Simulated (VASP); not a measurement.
# GaAs (F-43m) in VASP: single point with PBE+U

Aim: the single point of GaAs with PBE+U.

All numbers are computed with VASP 6.6.1; they aren't measurements. Logs are shortened: lines on timing, memory, paths and dates and some standing lists are left out, and cuts for length are marked.

## Step 1: The cell of the first run

Symmetry: F-43m, No. 216, cubic system. The conventional cell has a = 5.750 Å, b = 5.750 Å, c = 5.750 Å, α = 90.00°, β = 90.00°, γ = 90.00°. Within 3.3 Å of Ga (site symmetry -43m) lie 4 As at 2.49 Å. As (site symmetry -43m) has 4 Ga at 2.49 Å within 3.3 Å.

## Step 2: Single point, PBE+U

The input, INCAR:

```
SYSTEM = GaAs
PREC     = Accurate       ! precision mode
ENCUT    = 510            ! plane-wave cutoff, eV
EDIFF    = 1E-6           ! SCF threshold, eV
ISMEAR   = -5             ! smearing method
SIGMA    = 0.1            ! smearing width, eV
LREAL    = .False.        ! projectors in reciprocal space
LASPH    = .True.         ! aspherical terms in the spheres
NELM     = 200            ! most SCF steps
ALGO     = Normal         ! electronic algorithm
ISIF     = 2              ! what is computed and relaxed
LWAVE    = .False.        ! write WAVECAR
LCHARG   = .False.        ! write CHGCAR
LDAU     = .True.         ! DFT+U
LDAUTYPE = 2            
LDAUL    = 2 -1           ! shell
LDAUU    = 5 0            ! U, eV
LDAUJ    = 0 0          
LDAUPRINT= 1            
GGA      = PE             ! functional
NBANDS   = 21             ! bands
GGA_COMPAT= .False.
```

The input, KPOINTS:

```
Automatic mesh
0
Gamma
  4 4 4
  0 0 0
```

The input, POSCAR:

```
GaAs
1.0
    0.0000000000      2.8750910496      2.8750910496
    2.8750910496      0.0000000000      2.8750910496
    2.8750910496      2.8750910496      0.0000000000
Ga As
1 1
Direct
    0.0000000000      0.0000000000      0.0000000000
    0.2500000000      0.2500000000      0.2500000000
```

Potentials or basis: VASP PAW PBE potentials, release 64 (Ga_d, As_d).

Launch:

```console
$ cat potpaw_PBE.64/Ga_d/POTCAR potpaw_PBE.64/As_d/POTCAR > POTCAR
$ mpirun -np 1 vasp_std > vasp.out
```

OUTCAR:

```text
SYSTEM = GaAs
   PREC = Accurate
   ENCUT = 510
   EDIFF = 1E-6
   ISMEAR = -5
   LREAL = .False.
   LASPH = .True.
   NELM = 200
   ISIF = 2
   GGA = PE

 ion  position               nearest neighbor table
   1  0.000  0.000  0.000-   2 2.49   2 2.49   2 2.49   2 2.49
   2  0.250  0.250  0.250-   1 2.49   1 2.49   1 2.49   1 2.49

  LATTYP: Found a face centered cubic cell.
 ALAT       =     5.7501820992

  Lattice vectors:

 A1 = (   0.0000000000,   2.8750910496,   2.8750910496)
 A2 = (   2.8750910496,   0.0000000000,   2.8750910496)
 A3 = (   2.8750910496,   2.8750910496,   0.0000000000)

Analysis of symmetry for initial positions (statically):
=====================================================================
 Subroutine PRICEL returns:
 Original cell was already a primitive cell.

 Routine SETGRP: Setting up the symmetry group for a
 face centered cubic supercell.

 Subroutine GETGRP returns: Found 24 space group operations
 (whereof 24 operations were pure point group operations)
 out of a pool of 48 trial point group operations.

The static configuration has the point symmetry T_d .

Analysis of symmetry for dynamics (positions and initial velocities):
=====================================================================
 Subroutine PRICEL returns:
 Original cell was already a primitive cell.

 Routine SETGRP: Setting up the symmetry group for a
 face centered cubic supercell.

 Subroutine GETGRP returns: Found 24 space group operations
 (whereof 24 operations were pure point group operations)
 out of a pool of 48 trial point group operations.

The dynamic configuration has the point symmetry T_d .

 Subroutine INISYM returns: Found 24 space group operations
 (whereof 24 operations are pure point group operations),
 and found     1 'primitive' translations

----------------------------------------------------------------------------------------

                                     Primitive cell

  volume of cell :      47.5319

  direct lattice vectors                    reciprocal lattice vectors
     0.000000000  2.875091050  2.875091050    -0.173907536  0.173907536  0.173907536
     2.875091050  0.000000000  2.875091050     0.173907536 -0.173907536  0.173907536
     2.875091050  2.875091050  0.000000000     0.173907536  0.173907536 -0.173907536

  length of vectors
     4.065992755  4.065992755  4.065992755     0.301216688  0.301216688  0.301216688

  position of ions in fractional coordinates (direct lattice)
     0.000000000  0.000000000  0.000000000
     0.250000000  0.250000000  0.250000000

  ion indices of the primitive-cell ions
   primitive index   ion index
                 1           1
                 2           2

----------------------------------------------------------------------------------------

 KPOINTS: Automatic mesh

Automatic generation of k-mesh.
 Grid dimensions read from file:
 generate k-points for:    4    4    4

 Generating k-lattice:

  Cartesian coordinates                     Fractional coordinates (reciprocal lattice)
    -0.043476884  0.043476884  0.043476884     0.250000000  0.000000000  0.000000000
     0.043476884 -0.043476884  0.043476884     0.000000000  0.250000000  0.000000000
     0.043476884  0.043476884 -0.043476884     0.000000000  0.000000000  0.250000000

  Length of vectors
     0.075304172  0.075304172  0.075304172

  Shift w.r.t. Gamma in fractional coordinates (k-lattice)
     0.000000000  0.000000000  0.000000000

 TETIRR: Found      9 inequivalent tetrahedra from      384

 Subroutine IBZKPT returns following result:
 ===========================================

 Found      8 irreducible k-points:

 Following reciprocal coordinates:
            Coordinates               Weight
  0.000000  0.000000  0.000000      1.000000
  0.250000  0.000000  0.000000      8.000000
  0.500000  0.000000  0.000000      4.000000
  0.250000  0.250000  0.000000      6.000000
  0.500000  0.250000  0.000000     24.000000
 -0.250000  0.250000  0.000000     12.000000
  0.500000  0.500000  0.000000      3.000000
 -0.250000  0.500000  0.250000      6.000000
   k-points           NKPTS =      8   k-points in BZ     NKDIM =      8   number of bands    NBANDS=     21
   number of dos      NEDOS =    301   number of ions     NIONS =      2
   total plane-waves  NPLWV =  27000
   dimension x,y,z NGX =    30 NGY =   30 NGZ =   30
   dimension x,y,z NGXF=    60 NGYF=   60 NGZF=   60
   ions per type =               1   1
   NGX,Y,Z   is equivalent  to a cutoff of  12.27, 12.27, 12.27 a.u.
   NGXF,Y,Z  is equivalent  to a cutoff of  24.53, 24.53, 24.53 a.u.
 SYSTEM =  GaAs
   PREC   = accura    normal or accurate (medium, high low for compatibility)
   ISTART =      0    job   : 0-new  1-cont  2-samecut
   ICHARG =      2    charge: 1-file 2-atom 10-const
   ISPIN  =      1    spin polarized calculation?
   LNONCOLLINEAR =      F non collinear calculations
   LSORBIT =      F    spin-orbit coupling
   LASPH  =      T    aspherical Exc in radial PAW
   ENCUT  =  510.0 eV  37.48 Ry    6.12 a.u.   7.49  7.49  7.49*2*pi/ulx,y,z
   NELM   =    200;   NELMIN=  2; NELMDL= -5     # of ELM steps
   EDIFF  = 0.1E-05   stopping-criterion for ELM
   LREAL  =      F    real-space projection
   EDIFFG = 0.1E-04   stopping-criterion for IOM
   NSW    =      0    number of steps for IOM
   IBRION =     -1    ionic relax: 0-MD 1-quasi-New 2-CG
   NFREE  =      0    steps in history (QN), initial steepest desc. (CG)
   ISIF   =      2    stress and relaxation
   ISYM   =      2    0-nonsym 1-usesym 2-fastsym
   POTIM  = 0.5000    time-step for ionic-motion
   TEBEG  =    0.0;   TEEND  =   0.0 temperature during run
   PSTRESS=    0.0 pullay stress
   NELECT =      28.0000    total number of electrons
   NUPDOWN=      -1.0000    fix difference up-down
   EMIN   =  10.00;   EMAX   =-10.00  energy-range for DOS
   EFERMI =   0.00;   METHOD = LEGACY
   ISMEAR =    -5;   SIGMA  =   0.10  broadening in eV -4-tet -1-fermi 0-gaus
   EFERMI_NEDOS =   21; number of points for ismear=-14 and -15
   IALGO  =     38    algorithm
   IMIX   =      4    mixing-type and parameters
     AMIX     =   0.40;   BMIX     =  1.00
     AMIX_MAG =   1.60;   BMIX_MAG =  1.00
  volume/ion in A,a.u.               =      23.77       160.38
  Fermi-wavevector in a.u.,A,eV,Ry     =   1.372353  2.593372 25.624578  1.883353
  Thomas-Fermi vector in A             =   2.497968
   LORBIT       =      0    0 simple, 1 ext, 2 COOP (PROOUT), +10 PAW based schemes
 LDA+U is selected, type is set to LDAUTYPE =  2
   angular momentum for each species LDAUL =     2   -1
   U (eV)           for each species LDAUU =   5.0  0.0
   J (eV)           for each species LDAUJ =   0.0  0.0
   GGA     = PE    functional components
   LHFCALC =     F    Hartree Fock is set to
   AEXX    =    0.0000 exact exchange contribution
   IVDW    =     0    specifies the selected vdW correction
   LEPSILON=     F    determine dielectric tensor
   LRPA    =     F    only Hartree local field effects (RPA)
 non-spin polarized calculation
 Fermi weights with tetrahedron method with Bloechl corrections
  energy-cutoff  :      510.00
  volume of cell :       47.53
 maximum number of plane-waves:      1245
 NGX is ok and might be reduce to    30
   NGX = 15   NGY = 15   NGZ = 15

atom =   1  type =  1  l = 2

 onsite density matrix

spin component  1

  1.0089 -0.0000 -0.0000 -0.0000  0.0000
 -0.0000  1.0089  0.0000 -0.0000 -0.0000
 -0.0000  0.0000  0.9969 -0.0000  0.0000
 -0.0000 -0.0000 -0.0000  1.0089  0.0000
  0.0000 -0.0000  0.0000  0.0000  0.9969

spin component  2

  1.0089 -0.0000 -0.0000 -0.0000  0.0000
 -0.0000  1.0089  0.0000 -0.0000 -0.0000
 -0.0000  0.0000  0.9969 -0.0000  0.0000
 -0.0000 -0.0000 -0.0000  1.0089  0.0000
  0.0000 -0.0000  0.0000  0.0000  0.9969

 occupancies and eigenvectors

  o =  0.9969  v =  0.0000  0.0000 -0.0437 -0.0000  0.9990  0.0000  0.0000  0.0000  0.0000  0.0000      0.0000  0.0000  0.0000  0.0000  0.0000  0.0000  0.0000  0.0000  0.0000  0.0000
  o =  0.9969  v =  0.0000  0.0000  0.0000  0.0000  0.0000  0.0000  0.0000 -0.0437 -0.0000  0.9990      0.0000  0.0000  0.0000  0.0000  0.0000  0.0000  0.0000  0.0000  0.0000  0.0000
  o =  0.9969  v =  0.0000  0.0000  0.0000  0.0000  0.0000  0.0000 -0.0000 -0.9990 -0.0000 -0.0437      0.0000  0.0000  0.0000  0.0000  0.0000  0.0000  0.0000  0.0000  0.0000  0.0000
  o =  0.9969  v =  0.0000 -0.0000 -0.9990 -0.0000 -0.0437  0.0000  0.0000  0.0000  0.0000  0.0000      0.0000  0.0000  0.0000  0.0000  0.0000  0.0000  0.0000  0.0000  0.0000  0.0000
  o =  1.0089  v =  0.0000  0.1832 -0.0000 -0.9831 -0.0000  0.0000  0.0000  0.0000  0.0000  0.0000      0.0000  0.0000  0.0000  0.0000  0.0000  0.0000  0.0000  0.0000  0.0000  0.0000
  o =  1.0089  v =  0.0000  0.0000  0.0000  0.0000  0.0000  0.0000  0.1832 -0.0000 -0.9831 -0.0000      0.0000  0.0000  0.0000  0.0000  0.0000  0.0000  0.0000  0.0000  0.0000  0.0000
  o =  1.0089  v =  0.0000 -0.9831  0.0000 -0.1832  0.0000  0.0000  0.0000  0.0000  0.0000  0.0000      0.0000  0.0000  0.0000  0.0000  0.0000  0.0000  0.0000  0.0000  0.0000  0.0000
  o =  1.0089  v =  0.0000  0.0000  0.0000  0.0000  0.0000  0.0000 -0.9831  0.0000 -0.1832  0.0000      0.0000  0.0000  0.0000  0.0000  0.0000  0.0000  0.0000  0.0000  0.0000  0.0000
  o =  1.0089  v =  1.0000  0.0000  0.0000  0.0000  0.0000  0.0000  0.0000  0.0000  0.0000  0.0000      0.0000  0.0000  0.0000  0.0000  0.0000  0.0000  0.0000  0.0000  0.0000  0.0000
  o =  1.0089  v =  0.0000  0.0000  0.0000  0.0000  0.0000  1.0000  0.0000  0.0000  0.0000  0.0000      0.0000  0.0000  0.0000  0.0000  0.0000  0.0000  0.0000  0.0000  0.0000  0.0000

 number of electron      27.9999987 magnetization

 Free energy of the ion-electron system (eV)
  ---------------------------------------------------
  ext. energy  EPLUGINS =         0.00000000
  ---------------------------------------------------
  free energy    TOTEN  =        -8.16135385 eV

  energy without entropy =       -8.16135385  energy(sigma->0) =       -8.16135385

 E-fermi :   2.7095     XC(G=0):  -9.6407

 val. band max:        2.6142841630   @ k =   0.0000   0.0000   0.0000
 cond. band min:       2.9104403761   @ k =   0.0000   0.0000   0.0000
 fundamental gap:      0.2961562131
 Fermi energy:         2.7094630993

 k-point     1 :       0.0000    0.0000    0.0000
  band No.  band energies     occupation
      1     -32.2521      2.00000
      2     -32.2521      2.00000
      3     -32.2521      2.00000
      4     -32.2439      2.00000
      5     -32.2439      2.00000
      6     -14.4462      2.00000
[... 181 lines left out ...]
     20      14.5430      0.00000
     21      15.3883      0.00000

------------------------ aborting loop because EDIFF is reached ----------------------------------------

  FORCE on cell =-STRESS in cart. coord.  units (eV):
  Direction    XX          YY          ZZ          XY          YZ          ZX
  --------------------------------------------------------------------------------------
  -------------------------------------------------------------------------------------
  Total       -0.5454431     -0.5454431     -0.5454431     -0.0000000     -0.0000000     -0.0000000
  in kB      -18.3854900    -18.3854900    -18.3854900     -0.0000000     -0.0000000     -0.0000000
  external PRESSURE =     -18.3854900 kB  Pullay stress =       0.0000000 kB

 VOLUME and BASIS-vectors are now :
 -----------------------------------------------------------------------------
  energy-cutoff  :      510.00
  volume of cell :       47.53
      direct lattice vectors                 reciprocal lattice vectors
     0.000000000  2.875091050  2.875091050    -0.173907536  0.173907536  0.173907536
     2.875091050  0.000000000  2.875091050     0.173907536 -0.173907536  0.173907536
     2.875091050  2.875091050  0.000000000     0.173907536  0.173907536 -0.173907536

 POSITION                                       TOTAL-FORCE (eV/Angst)
 -----------------------------------------------------------------------------------
      0.00000      0.00000      0.00000         0.000000      0.000000      0.000000
      1.43755      1.43755      1.43755        -0.000000     -0.000000     -0.000000
 -----------------------------------------------------------------------------------
    total drift:                                0.000001      0.000001      0.000001

  FREE ENERGIE OF THE ION-ELECTRON SYSTEM (eV)
  ---------------------------------------------------
  free  energy   TOTEN  =        -8.1613538472 eV

  energy  without entropy=       -8.1613538472  energy(sigma->0) =       -8.16135385
```

Run time: 20 s. Hardware: 1 thread of AMD EPYC 7R43 (Zen 3), shared host; peak memory 0.13 GiB.

Results:

```yaml
Free_energy: -8.1614 eV
Pressure: -1.8 GPa
Band_gap_on_the_k_mesh: 0.30 eV
```

Levels at points of the mesh, in eV from the valence-band top:
```
           k point  band 12  band 13  band 14  band 15  band 16  band 17
(0.00, 0.00, 0.00)     0.00     0.00     0.00     0.30     3.83     3.83
(0.50, 0.00, 0.00)    -6.23    -0.98    -0.98     0.96     4.61     4.61
(0.50, 0.50, 0.00)    -6.45    -2.37    -2.37     1.57     1.69     9.83
```

Eigenvalues of the final occupation matrices:
| site | spin | trace | eigenvalues |
| --- | --- | --- | --- |
| site 1 d | 1 | 5.02 | 1.00 1.00 1.01 1.01 1.01 |
| site 1 d | 2 | 5.02 | 1.00 1.00 1.01 1.01 1.01 |

Caveat: the k points lie up to 0.47 Å⁻¹ apart; semilocal functionals underestimate gaps, and a narrow one can read as zero; the U is typed as a test and isn't derived for this compound.
